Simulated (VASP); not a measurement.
Here is a VASP 6.6.1 calculation.

File POSCAR:

```
Ir
1.0
    0.0000000000      1.9617177040      1.9617177040
    1.9617177040      0.0000000000      1.9617177040
    1.9617177040      1.9617177040      0.0000000000
Ir
1
Direct
    0.0000000000      0.0000000000      0.0000000000
```

The input INCAR.step1:

```
  PREC = Accurate
  ENCUT = 520
  ISMEAR = -1
  SIGMA = 0.1
  LREAL = F
  LASPH = T
  NELM = 100
  NBANDS = 10
  GGA = PE
  ALGO = Normal
  EDIFF = 1E-4
  LWAVE = T
  LCHARG = F
```

INCAR.step2

```
  PREC = Accurate
  ENCUT = 520
  EDIFF = 1E-6
  ISMEAR = -1
  SIGMA = 0.1
  LREAL = F
  LASPH = T
  NELM = 100
  ALGO = Normal
  ISIF = 2
  LWAVE = F
  LCHARG = T
  METAGGA = R2SCAN
  LMIXTAU = T
  LELF = T
  LVHAR = T
  NBANDS = 10
  ISTART = 1
```

File KPOINTS:

```
Automatic mesh
0
Gamma
  15 15 15
```

Potentials or basis: VASP PAW PBE potentials, release 64 (Ir).

The run is started by

```console
$ cat potpaw_PBE.64/Ir/POTCAR > POTCAR
$ cp INCAR.step1 INCAR
$ mpirun -np 1 vasp_std > vasp.out
$ cp INCAR.step2 INCAR
$ mpirun -np 1 vasp_std > vasp.out
```

**Question.** What does it give for the pressure?

**Answer.** -17.9 GPa.

Caveat: the PAW data sets were made with another functional, which shifts forces and pressure a little.
